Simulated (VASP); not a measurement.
## BeB: single point with PBE

The system is BeB.

```
CELL_PARAMETERS angstrom
0.00000 1.96664 1.96664
1.96664 0.00000 1.96664
1.96664 1.96664 0.00000
ATOMIC_POSITIONS crystal
Be 0.01953 0.99561 0.99040
B 0.27672 0.24990 0.22117
```

* Program: VASP 6.6.1
* Task: single point
* Functional: PBE
* Potentials or basis: VASP PAW PBE potentials, release 64 (Be, B)
* Cutoff: 520 eV
* k mesh: 8 × 8 × 8
* Occupations: gaussian, width 0.05 eV
* Spin: no spin polarisation
* Dipole correction: no
* Further INCAR settings: ALGO = Normal; EDIFF = 1e-06; NBANDS = 10

```
Pressure      : 62.3 GPa
Largest force : 0.586 eV/Å
```

Forces in eV/Å, atoms in the order of the input:
```
Be  -0.408 -0.308  0.287
B    0.408  0.308 -0.287
```

Stress tensor (GPa, compression positive):
```
62.25 -6.46  6.77
-6.46 62.37  8.29
 6.77  8.29 62.37
```

Levels at points of the mesh, in eV from the Fermi level:
```csv
k point,band 1,band 2,band 3,band 4,band 5
"(0.00, 0.00, 0.00)",-11.92,5.05,5.11,5.58,10.63
"(0.50, 0.00, 0.00)",-7.34,-5.67,2.82,3.25,11.73
"(0.00, 0.50, 0.00)",-7.33,-5.68,2.81,3.26,11.70
"(0.00, 0.00, 0.50)",-7.23,-5.70,2.94,3.00,11.88
"(0.50, 0.50, 0.50)",-7.34,-5.67,2.83,3.25,11.74
"(0.50, 0.50, 0.00)",-5.61,-3.85,-0.43,-0.31,7.40
"(0.00, 0.50, 0.50)",-5.60,-3.85,-0.45,-0.30,7.41
"(0.50, 0.00, 0.50)",-5.61,-3.85,-0.43,-0.31,7.40
```

Wall time 21 s on 1 thread of Intel(R) Xeon(R) Platinum 8488C (Sapphire Rapids), on a shared host, peak memory 0.16 GiB.
